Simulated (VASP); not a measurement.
# Bi (R-3m) in VASP: further runs, part 2 of 2

VASP 6.6.1. The steps go on from the part before.

### Step 3. Single point, PBE

Contents of INCAR:

```
  PREC = Accurate
  ENCUT = 520
  EDIFF = 1E-6
  ISMEAR = 0
  SIGMA = 0.6
  LREAL = False
  LASPH = True
  NELM = 80
  ALGO = Normal
  ISIF = 2
  LWAVE = False
  LCHARG = False
  GGA = PE
  NBANDS = 22
```

Contents of KPOINTS:

```
Automatic mesh
0
Gamma
  8 8 8
```

Contents of POSCAR:

```
Bi
1.0
    2.2924582305      1.3235513765      4.0467531177
   -2.2924582305      1.3235513765      4.0467531177
    0.0000000000     -2.6471027530      4.0467531177
Bi
2
Direct
    0.2337113826      0.2337113826      0.2337113826
    0.7662886174      0.7662886174      0.7662886174
```

Potentials or basis: VASP PAW PBE potentials, release 64 (Bi_d).

Launch:

```bash
cat potpaw_PBE.64/Bi_d/POTCAR > POTCAR
mpirun -np 1 vasp_std > vasp.out
```

Run time: 66 s. Hardware: 1 thread of Intel Xeon 8259CL, shared host; peak memory 0.25 GiB.

Results (log left out):

- Free energy: -7.8219 eV
- Pressure: 0.1 GPa
- Largest force: 0.076 eV/Å
- Band gap on the k mesh: zero (bands 15 and 16 overlap by 0.16 eV)

Forces on the atoms (eV/Å):
```
Bi   0.000  0.000  0.076
Bi   0.000  0.000 -0.076
```

Levels at points of the mesh, in eV from the Fermi level:
```
           k point  band 11  band 12  band 13  band 14  band 15  band 16  band 17  band 18  band 19  band 20
(0.00, 0.00, 0.00)   -12.88    -7.71    -1.54    -1.17    -1.17     2.35     2.79     2.79     5.56     5.78
(0.50, 0.00, 0.00)   -11.08   -10.45    -1.44    -1.20    -0.36    -0.28     0.46     1.01     7.26     8.14
(0.50, 0.50, 0.00)   -11.19    -9.53    -4.50    -2.94    -2.76     2.36     4.62     5.20     6.29     8.96
(0.50, 0.50, 0.50)   -11.78    -9.87    -0.95    -0.60    -0.60     0.68     0.71     0.71     6.77     8.85
```

Caveat: so wide a smearing shifts energies and pressures; spin-orbit coupling is left out, which moves the levels of the heavy elements.

### Step 4. Single point, PBE

Contents of INCAR:

```
PREC = Accurate ; ENCUT = 520
EDIFF = 1E-6 ; ISMEAR = 0
SIGMA = 1.0 ; LREAL = F
LASPH = T ; NELM = 60
ALGO = Normal ; ISIF = 2
LWAVE = F ; LCHARG = T
GGA = PE ; LELF = T
LVHAR = T ; NBANDS = 22
```

Contents of KPOINTS:

```
regular mesh
0
Gamma
  8 8 8
```

POSCAR is that of step 3.

Launch:

```bash
cat potpaw_PBE.64/Bi_d/POTCAR > POTCAR
mpirun -np 1 vasp_std > vasp.out
```

It took 66 s on 1 thread of Intel Xeon 8259CL, shared host; peak memory 0.25 GiB.

It converged, with:

```yaml
Free_energy: -7.9558 eV
Pressure: 0.5 GPa
Largest_force: 0.265 eV/Å
Band_gap_on_the_k_mesh: zero (bands 15 and 16 overlap by 0.16 eV)
```

Forces in eV/Å, atoms in the order of the input:
```
Bi   0.000  0.000  0.265
Bi   0.000  0.000 -0.265
```

Stress tensor (GPa, compression positive):
```
0.54 0.00 0.00
0.00 0.54 0.00
0.00 0.00 0.36
```

Levels at points of the mesh, in eV from the Fermi level:
```
           k point  band 12  band 13  band 14  band 15  band 16  band 17  band 18  band 19
(0.00, 0.00, 0.00)    -7.71    -1.54    -1.18    -1.18     2.34     2.78     2.78     5.55
(0.50, 0.00, 0.00)   -10.46    -1.44    -1.21    -0.37    -0.29     0.46     1.01     7.25
(0.50, 0.50, 0.00)    -9.53    -4.50    -2.95    -2.77     2.35     4.61     5.19     6.28
(0.50, 0.50, 0.50)    -9.87    -0.96    -0.61    -0.61     0.67     0.70     0.70     6.76
```

Caveat: so wide a smearing shifts energies and pressures; spin-orbit coupling is left out, which moves the levels of the heavy elements.

### Step 5. Single point, PBE

Contents of INCAR:

```
SYSTEM = Bi
ALGO = Normal
EDIFF = 1E-7
ENCUT = 520
GGA = PE
ISIF = 2
ISMEAR = 1
LASPH = .True.
LCHARG = .False.
LREAL = .False.
LWAVE = .False.
NBANDS = 22
NELM = 60
PREC = Accurate
SIGMA = 0.01
```

Contents of KPOINTS:

```
k-points
0
Gamma
  8 8 8
  0 0 0
```

POSCAR is that of step 4.

Launch:

```bash
cat potpaw_PBE.64/Bi_d/POTCAR > POTCAR
mpirun -np 1 vasp_std > vasp.out
```

Run time: 81 s. Hardware: 1 thread of Intel Xeon 8259CL, shared host; peak memory 0.25 GiB.

Results (log left out):

| Property | Result |
| --- | --- |
| Free energy | -7.7818 eV |
| Pressure | -0.1 GPa |
| Largest force | 0.026 eV/Å |
| Band gap on the k mesh | zero (bands 15 and 16 overlap by 0.15 eV) |

Forces on the atoms (eV/Å):
```
Bi   0.000  0.000 -0.026
Bi   0.000  0.000  0.026
```

Levels at points of the mesh, in eV from the Fermi level:
```tsv
k point	band 13	band 14	band 15	band 16	band 17	band 18
(0.00, 0.00, 0.00)	-1.41	-1.04	-1.04	2.47	2.91	2.91
(0.50, 0.00, 0.00)	-1.31	-1.07	-0.24	-0.16	0.59	1.13
(0.50, 0.50, 0.00)	-4.37	-2.82	-2.64	2.48	4.74	5.32
(0.50, 0.50, 0.50)	-0.83	-0.48	-0.48	0.80	0.83	0.83
```

Caveat: spin-orbit coupling is left out, which moves the levels of the heavy elements.

### Step 6. Single point, PBE

Contents of INCAR:

```
SYSTEM = Bi
  PREC = Accurate
  ENCUT = 520
  EDIFF = 1E-6
  ISMEAR = 1
  SIGMA = 0.03
  LREAL = .FALSE.
  LASPH = .TRUE.
  NELM = 60
  ALGO = Normal
  ISIF = 2
  LWAVE = .FALSE.
  LCHARG = .FALSE.
  GGA = PE
  NBANDS = 22
```

Contents of KPOINTS:

```
Automatic mesh
0
G
  8 8 8
  0 0 0
```

POSCAR is that of step 5.

Potentials or basis: VASP PAW PBE potentials, release 64 (Bi_d).

Launch:

```bash
cat potpaw_PBE.64/Bi_d/POTCAR > POTCAR
mpirun -np 1 vasp_std > vasp.out
```

It took 66 s on 1 thread of Intel Xeon 8259CL, shared host; peak memory 0.25 GiB.

Results (log left out):

```
Free energy            : -7.7819 eV
Pressure               : -0.1 GPa
Largest force          : 0.026 eV/Å
Band gap on the k mesh : zero (bands 15 and 16 overlap by 0.16 eV)
```

Forces in eV/Å, atoms in the order of the input:
```
Bi   0.000  0.000 -0.026
Bi   0.000  0.000  0.026
```

Levels at points of the mesh, in eV from the Fermi level:
```csv
k point,band 13,band 14,band 15,band 16,band 17,band 18
"(0.00, 0.00, 0.00)",-1.42,-1.05,-1.05,2.47,2.91,2.91
"(0.50, 0.00, 0.00)",-1.32,-1.08,-0.25,-0.16,0.58,1.13
"(0.50, 0.50, 0.00)",-4.38,-2.82,-2.64,2.48,4.74,5.31
"(0.50, 0.50, 0.50)",-0.83,-0.48,-0.48,0.79,0.82,0.82
```

Caveat: spin-orbit coupling is left out, which moves the levels of the heavy elements.

### Step 7. Single point, PBE

Contents of INCAR:

```
SYSTEM = Bi
PREC = Accurate
ENCUT = 520
EDIFF = 1E-6
ISMEAR = 1
SIGMA = 0.1
LREAL = .FALSE.
LASPH = .TRUE.
NELM = 100
ALGO = Normal
ISIF = 2
LWAVE = .FALSE.
LCHARG = .FALSE.
GGA = PE
NBANDS = 22
```

Contents of KPOINTS:

```
regular mesh
0
G
  8 8 8
  0 0 0
```

POSCAR is that of step 6.

Potentials or basis: VASP PAW PBE potentials, release 64 (Bi_d).

Launch:

```bash
cat potpaw_PBE.64/Bi_d/POTCAR > POTCAR
mpirun -np 1 vasp_std > vasp.out
```

OUTCAR:

```text
SYSTEM = Bi
   PREC = Accurate
   ENCUT = 520
   EDIFF = 1E-6
   ISMEAR = 1
   LREAL = .FALSE.
   LASPH = .TRUE.
   NELM = 100
   ISIF = 2
   GGA = PE

 ion  position               nearest neighbor table
   1  0.234  0.234  0.234-   2 3.11   2 3.11   2 3.11   2 3.59   2 3.59   2 3.59
   2  0.766  0.766  0.766-   1 3.11   1 3.11   1 3.11   1 3.59   1 3.59   1 3.59

  LATTYP: Found a trigonal (rhomboedric) cell.
 ALAT       =     4.8356347857
 COS(alpha) =     0.5505039576

  Lattice vectors:

 A1 = (   2.2924582305,   1.3235513765,   4.0467531177)
 A2 = (  -2.2924582305,   1.3235513765,   4.0467531177)
[... 189 lines left out ...]
      5     -16.8870      2.00000
      6     -16.7402      2.00000
[... 589 lines left out ...]
     21      13.1496      0.00000
     22      14.5746      0.00000

 [... further k-points ...]
[... 5 lines left out ...]
  --------------------------------------------------------------------------------------
  -------------------------------------------------------------------------------------
  Total       -0.0195398     -0.0195398     -0.0332167      0.0000000      0.0000000      0.0000000
  in kB       -0.4249434     -0.4249434     -0.7223815      0.0000000      0.0000000      0.0000000
  external PRESSURE =      -0.5240894 kB  Pullay stress =       0.0000000 kB

 VOLUME and BASIS-vectors are now :
 -----------------------------------------------------------------------------
  energy-cutoff  :      520.00
  volume of cell :       73.67
      direct lattice vectors                 reciprocal lattice vectors
     2.292458230  1.323551376  4.046753118     0.218106482  0.125923836  0.082370563
    -2.292458230  1.323551376  4.046753118    -0.218106482  0.125923836  0.082370563
     0.000000000 -2.647102753  4.046753118     0.000000000 -0.251847672  0.082370563

 POSITION                                       TOTAL-FORCE (eV/Angst)
 -----------------------------------------------------------------------------------
      0.00000      0.00000      2.83732         0.000000     -0.000000     -0.025547
      0.00000      0.00000      9.30294         0.000000      0.000000      0.025547
 -----------------------------------------------------------------------------------
    total drift:                               -0.000000      0.000000     -0.000000

  FREE ENERGIE OF THE ION-ELECTRON SYSTEM (eV)
  ---------------------------------------------------
  free  energy   TOTEN  =        -7.7821809545 eV

  energy  without entropy=       -7.7819091771  energy(sigma->0) =       -7.78209036
```

stdout:

```text
POSCAR found type information on POSCAR Bi
 POSCAR found :  1 types and       2 ions
 scaLAPACK will be used
 LDA part: xc-table for (Slater+PW92), standard interpolation
 POSCAR, INCAR and KPOINTS ok, starting setup
 FFT: planning ... GRIDC
 FFT: planning ... GRID_SOFT
 FFT: planning ... GRID
 WAVECAR not read
 entering main loop
```

It took 67 s on 1 thread of Intel Xeon 8259CL, shared host; peak memory 0.25 GiB.

Results:

```yaml
Free_energy: -7.7822 eV
Pressure: -0.1 GPa
Largest_force: 0.026 eV/Å
Band_gap_on_the_k_mesh: zero (bands 15 and 16 overlap by 0.16 eV)
```

Forces on the atoms (eV/Å):
```
Bi   0.000  0.000 -0.026
Bi   0.000  0.000  0.026
```

Caveat: spin-orbit coupling is left out, which moves the levels of the heavy elements.

### Step 8. Overview

| smearing | gap on the mesh (eV) | pressure (GPa) | largest force (eV/Å) |
| --- | --- | --- | --- |
| gaussian 0.3 eV | none | 0.0 | 0.01 |
| gaussian 0.6 eV | none | 0.1 | 0.08 |
| gaussian 1 eV | none | 0.5 | 0.27 |
| methfessel-paxton 0.01 eV | none | -0.1 | 0.03 |
| methfessel-paxton 0.03 eV | none | -0.1 | 0.03 |
| methfessel-paxton 0.1 eV | none | -0.1 | 0.03 |

Alike in all rows: task single point; level PBE; potentials or basis VASP PAW PBE potentials, release 64 (Bi_d); no spin polarisation; cell as given; k mesh 8 × 8 × 8; cutoff (eV) 520.

Caveats: spin-orbit coupling is left out, which moves the levels of the heavy elements; so wide a smearing shifts energies and pressures (at least some runs).

Absolute energies hang on the potentials; compare differences alone.
